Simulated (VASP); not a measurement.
# BiTe (Pm-3m) in VASP: notebook, part 2 of 2

VASP 6.6.1. The steps go on from the part before.

### Step 3. Relaxation of cell and atoms, LDA, target pressure 10 GPa, at which the enthalpy is minimised

Input file INCAR:

```
SYSTEM = BiTe
PREC = Accurate ; ENCUT = 600
EDIFF = 1E-6 ; ISMEAR = -1
SIGMA = 0.05 ; LREAL = .FALSE.
LASPH = .TRUE. ; NELM = 60
ALGO = Normal ; ISIF = 3
LWAVE = .FALSE. ; LCHARG = .FALSE.
IBRION = 2 ; NSW = 80
EDIFFG = -0.01 ; PSTRESS = 100.0
```

Input file KPOINTS:

```
regular mesh
0
G
  6 6 6
  0 0 0
```

Input file POSCAR:

```
BiTe
1.0
    3.9800000000      0.0000000000      0.0000000000
    0.0000000000      3.9800000000      0.0000000000
    0.0000000000      0.0000000000      3.9800000000
Bi Te
1 1
Direct
    0.0000000000      0.0000000000      0.0000000000
    0.5000000000      0.5000000000      0.5000000000
```

Potentials or basis: VASP PAW LDA potentials, release 64 (Bi_d, Te).

Command:

```bash
$ cat potpaw_LDA.64/Bi_d/POTCAR potpaw_LDA.64/Te/POTCAR > POTCAR
$ mpirun -np 1 vasp_std > vasp.out
```

OUTCAR:

```text
SYSTEM = BiTe
   PREC = Accurate
   ENCUT = 600
   EDIFF = 1E-6
   ISMEAR = -1
   LREAL = .FALSE.
   LASPH = .TRUE.
   NELM = 60
   ISIF = 3
   IBRION = 2
   NSW = 80
   EDIFFG = -0.01
   PSTRESS = 100.0

 ion  position               nearest neighbor table
   1  0.000  0.000  0.000-   2 3.45   2 3.45   2 3.45   2 3.45   2 3.45   2 3.45   2 3.45   2 3.45

   2  0.500  0.500  0.500-   1 3.45   1 3.45   1 3.45   1 3.45   1 3.45   1 3.45   1 3.45   1 3.45

  LATTYP: Found a simple cubic cell.
 ALAT       =     3.9800000000

  Lattice vectors:

 A1 = (   3.9800000000,   0.0000000000,   0.0000000000)
 A2 = (   0.0000000000,   3.9800000000,   0.0000000000)
 A3 = (   0.0000000000,   0.0000000000,   3.9800000000)

Analysis of symmetry for initial positions (statically):
=====================================================================
 Subroutine PRICEL returns:
 Original cell was already a primitive cell.

 Routine SETGRP: Setting up the symmetry group for a
 simple cubic supercell.

 Subroutine GETGRP returns: Found 48 space group operations
 (whereof 48 operations were pure point group operations)
 out of a pool of 48 trial point group operations.

The static configuration has the point symmetry O_h .

Analysis of symmetry for dynamics (positions and initial velocities):
=====================================================================
 Subroutine PRICEL returns:
 Original cell was already a primitive cell.

 Routine SETGRP: Setting up the symmetry group for a
 simple cubic supercell.

 Subroutine GETGRP returns: Found 48 space group operations
 (whereof 48 operations were pure point group operations)
 out of a pool of 48 trial point group operations.

The dynamic configuration has the point symmetry O_h .

 Subroutine INISYM returns: Found 48 space group operations
 (whereof 48 operations are pure point group operations),
 and found     1 'primitive' translations

----------------------------------------------------------------------------------------

                                     Primitive cell

[... 118 lines left out ...]
  energy-cutoff  :      600.00
  volume of cell :       63.04
 maximum number of plane-waves:      2176
 NGX is ok and might be reduce to    32
   NGX = 15   NGY = 15   NGZ = 15

--------------------------------------- Ionic step        1  -------------------------------------------

 number of electron      20.9999999 magnetization

 Free energy of the ion-electron system (eV)
  ---------------------------------------------------
  ext. energy  EPLUGINS =         0.00000000
  ---------------------------------------------------
  free energy    TOTEN  =        -8.21773865 eV

  energy without entropy =       -8.21028710  energy(sigma->0) =       -8.21401287

------------------------ aborting loop because EDIFF is reached ----------------------------------------

  FORCE on cell =-STRESS in cart. coord.  units (eV):
  Direction    XX          YY          ZZ          XY          YZ          ZX
  --------------------------------------------------------------------------------------
  -------------------------------------------------------------------------------------
  Total       -2.3362754     -2.3362754     -2.3362754      0.0000000      0.0000000      0.0000000
  in kB      -59.3725102    -59.3725102    -59.3725102      0.0000000      0.0000000      0.0000000
  external PRESSURE =    -159.3725102 kB  Pullay stress =     100.0000000 kB
[... 63 lines left out ...]
--------------------------------------- Ionic step        3  -------------------------------------------

 number of electron      20.9999994 magnetization

 E-fermi :   9.9841     XC(G=0): -11.1047

 val. band max:        9.9436794679   @ k =   0.5000   0.3333   0.3333
 cond. band min:       9.9942124936   @ k =   0.3333   0.1667   0.0000
 fundamental gap:      0.0505330257
 Fermi energy:         9.9841023851

 k-point     1 :       0.0000    0.0000    0.0000
  band No.  band energies     occupation
      1     -13.3815      2.00000
      2     -13.3815      2.00000
      3     -13.2941      2.00000
      4     -13.2941      2.00000
      5     -13.2941      2.00000
      6      -5.0455      2.00000
      7       1.8892      2.00000
      8       6.9931      2.00000
      9       6.9931      2.00000
     10       6.9931      2.00000
     11      12.8082      0.00000
     12      12.8082      0.00000
     13      15.0933      0.00000
     14      15.0933      0.00000
[... 396 lines left out ...]
--------------------------------------- Ionic step        5  -------------------------------------------

 number of electron      20.9999994 magnetization

 Free energy of the ion-electron system (eV)
  ---------------------------------------------------
  ext. energy  EPLUGINS =         0.00000000
  ---------------------------------------------------
  free energy    TOTEN  =        -8.18194314 eV

  energy without entropy =       -8.16851674  energy(sigma->0) =       -8.17522994

 E-fermi :  10.2217     XC(G=0): -11.1772

 val. band max:       10.1609015765   @ k =   0.5000   0.3333   0.3333
 cond. band min:      10.2409616533   @ k =   0.3333   0.1667   0.0000
 fundamental gap:      0.0800600768
 Fermi energy:        10.2217321358

 k-point     1 :       0.0000    0.0000    0.0000
  band No.  band energies     occupation
      1     -13.1660      2.00000
      2     -13.1660      2.00000
      3     -13.0737      2.00000
      4     -13.0737      2.00000
      5     -13.0737      2.00000
      6      -4.9503      2.00000
      7       2.1792      2.00000
      8       7.1757      2.00000
      9       7.1757      2.00000
     10       7.1757      2.00000
     11      13.0031      0.00000
     12      13.0031      0.00000
     13      15.4425      0.00000
     14      15.4425      0.00000
[... 354 lines left out ...]
  energy  without entropy=       -8.1685167421  energy(sigma->0) =       -8.17522994

  enthalpy is  TOTEN    =        -5.0477981029 eV   P V=        3.1341450361

 reached required accuracy - stopping structural energy minimisation
```

OSZICAR:

```text
N       E                     dE             d eps       ncg     rms          rms(c)
DAV:   1     0.158304440502E+03    0.15830E+03   -0.11054E+04   568   0.163E+03
DAV:   2     0.274179254710E+01   -0.15556E+03   -0.15358E+03   602   0.380E+02
DAV:   3    -0.804910644510E+01   -0.10791E+02   -0.10601E+02   716   0.102E+02
[... 46 lines left out ...]
DAV:   2    -0.818260895024E+01    0.34099E-02   -0.64258E-03   692   0.148E+00    0.140E-01
DAV:   3    -0.818193480196E+01    0.67415E-03   -0.28340E-03   746   0.881E-01    0.266E-02
DAV:   4    -0.818194051166E+01   -0.57097E-05   -0.48707E-05   584   0.731E-02    0.267E-02
DAV:   5    -0.818194331135E+01   -0.27997E-05   -0.12948E-05   784   0.424E-02    0.501E-03
DAV:   6    -0.818194313899E+01    0.17236E-06   -0.10206E-06   304   0.183E-02
   5 F= -.50477981E+01 E0= -.50410849E+01  d E =-.765004E+00
```

Run time: 40 s. Hardware: 1 thread of Intel Xeon Platinum 8259CL at 2.50GHz (Skylake/Cascade Lake), shared host; peak memory 0.18 GiB.

Results:

- Free energy: -8.1819 eV
- Relaxed volume: 25.11 Å³/atom
- Relaxed cell: a = 3.689 Å, b = 3.689 Å, c = 3.689 Å, α = 90.00°, β = 90.00°, γ = 90.00°
- Space group after relaxing (to 0.1 Å): Pm-3m (No. 221)
- Energy change on relaxing (the run minimises the enthalpy): +17.9 meV/atom
- Ionic steps: 5
- Pressure after relaxing: 10.0 GPa
- Band gap on the k mesh: zero (an odd number of electrons rules out a gap without spin polarisation)

The path:
```tsv
step	energy change (eV)	largest force (eV/Å)	pressure (GPa)	volume (Å³)
1	0.0000	0.0000	-5.94	63.04
2	2.2420	0.0000	60.73	38.54
3	-0.0085	0.0000	8.42	50.98
4	0.0215	0.0000	9.54	50.45
5	0.0358	0.0000	10.05	50.21
```

Final structure:
```xyz
2
Lattice="3.6893 0.0000 0.0000 0.0000 3.6893 0.0000 0.0000 0.0000 3.6893" Properties=species:S:1:pos:R:3 pbc="T T T"
Bi    0.0000    0.0000    0.0000
Te    1.8446    1.8446    1.8446
```

Caveat: the cell is relaxed towards a set pressure, so the run minimises the enthalpy, not the energy; the volume moved by over 15 % at a fixed basis, so the end points are rough; spin-orbit coupling is left out, which moves the levels of the heavy elements.

### Step 4. Relaxation of cell and atoms, LDA, target pressure 20 GPa, at which the enthalpy is minimised

Input file INCAR:

```
  ALGO = Normal
  EDIFF = 1E-6
  EDIFFG = -0.01
  ENCUT = 600
  GGA = CA
  IBRION = 2
  ISIF = 3
  ISMEAR = -1
  LASPH = True
  LCHARG = False
  LREAL = False
  LWAVE = False
  NELM = 60
  NSW = 80
  PREC = Accurate
  PSTRESS = 200.0
  SIGMA = 0.05
```

Input file KPOINTS:

```
k-points
0
Gamma
  6 6 6
```

POSCAR is that of step 3.

Command:

```bash
$ cat potpaw_LDA.64/Bi_d/POTCAR potpaw_LDA.64/Te/POTCAR > POTCAR
$ mpirun -np 1 vasp_std > vasp.out
```

It took 85 s on 1 thread of Intel Xeon Platinum 8259CL at 2.50GHz (Skylake/Cascade Lake), shared host; peak memory 0.19 GiB.

Results (log left out):

```
Free energy                                                : -7.8430 eV
Relaxed volume                                             : 23.26 Å³/atom
Relaxed cell                                               : a = 3.597 Å, b = 3.597 Å, c = 3.597 Å, α = 90.00°, β = 90.00°, γ = 90.00°
Space group after relaxing (to 0.1 Å)                      : Pm-3m (No. 221)
Energy change on relaxing (the run minimises the enthalpy) : +187.4 meV/atom
Ionic steps                                                : 15
Pressure after relaxing                                    : 20.0 GPa
Band gap on the k mesh                                     : zero (an odd number of electrons rules out a gap without spin polarisation)
```

Step by step:
| step | energy change (eV) | largest force (eV/Å) | pressure (GPa) | volume (Å³) |
| --- | --- | --- | --- | --- |
| 1 | 0.0000 | 0.0000 | -5.94 | 63.04 |
| 2 | 12.2945 | 0.0000 | 270.65 | 27.00 |
| 3 | 0.1428 | 0.0000 | 13.51 | 48.75 |
| 4 | 0.2518 | 0.0000 | 16.73 | 47.60 |
| 5 | 0.3753 | 0.0000 | 20.07 | 46.52 |
| 6 | 0.3389 | 0.0000 | 19.08 | 46.82 |
| 7 | 0.3414 | 0.0000 | 19.12 | 46.80 |
| 8 | 0.3490 | 0.0000 | 19.26 | 46.73 |
| 9 | 0.3491 | 0.0000 | 19.35 | 46.73 |
| 10 | 0.3495 | 0.0000 | 19.34 | 46.73 |
| 11 | 0.3503 | 0.0000 | 19.38 | 46.72 |
| 12 | 0.3519 | 0.0000 | 19.41 | 46.71 |
| 13 | 0.3551 | 0.0000 | 19.48 | 46.68 |
| 14 | 0.3616 | 0.0000 | 19.61 | 46.63 |
| 15 | 0.3748 | 0.0000 | 20.04 | 46.52 |

Final structure:
```
CELL_PARAMETERS angstrom
3.59658 0.00000 0.00000
0.00000 3.59658 0.00000
0.00000 0.00000 3.59658
ATOMIC_POSITIONS crystal
Bi 0.00000 0.00000 0.00000
Te 0.50000 0.50000 0.50000
```

Levels at points of the mesh, in eV from the Fermi level:
```tsv
k point	band 6	band 7	band 8	band 9	band 10	band 11	band 12	band 13	band 14
(0.00, 0.00, 0.00)	-15.94	-7.78	-3.35	-3.35	-3.35	2.55	2.55	5.80	5.80
(0.50, 0.00, 0.00)	-13.04	-12.97	-1.43	-0.74	-0.72	-0.72	0.69	0.69	4.09
(0.50, 0.50, 0.00)	-11.38	-11.26	-7.40	-7.40	-0.08	2.23	3.26	3.26	6.02
(0.50, 0.50, 0.50)	-10.55	-10.10	-4.33	-4.33	-4.33	-3.73	-3.73	-3.73	16.39
```

Caveat: the cell is relaxed towards a set pressure, so the run minimises the enthalpy, not the energy; the volume moved by over 15 % at a fixed basis, so the end points are rough; spin-orbit coupling is left out, which moves the levels of the heavy elements.

### Step 5. The runs side by side

| cell | gap on the mesh (eV) | pressure (GPa) |
| --- | --- | --- |
| relaxed to 5 GPa | none | 5.0 |
| relaxed to 10 GPa | none | 10.0 |
| relaxed to 20 GPa | none | 20.0 |

Alike in all rows: task relaxation of cell and atoms; level LDA; potentials or basis VASP PAW LDA potentials, release 64 (Bi_d, Te); no spin polarisation; k mesh 6 × 6 × 6; cutoff (eV) 600; smearing fermi-dirac 0.05 eV.

Caveats: the cell is relaxed towards a set pressure, so the run minimises the enthalpy, not the energy; the volume moved by over 15 % at a fixed basis, so the end points are rough; spin-orbit coupling is left out, which moves the levels of the heavy elements.

Absolute energies hang on the potentials; compare differences alone.
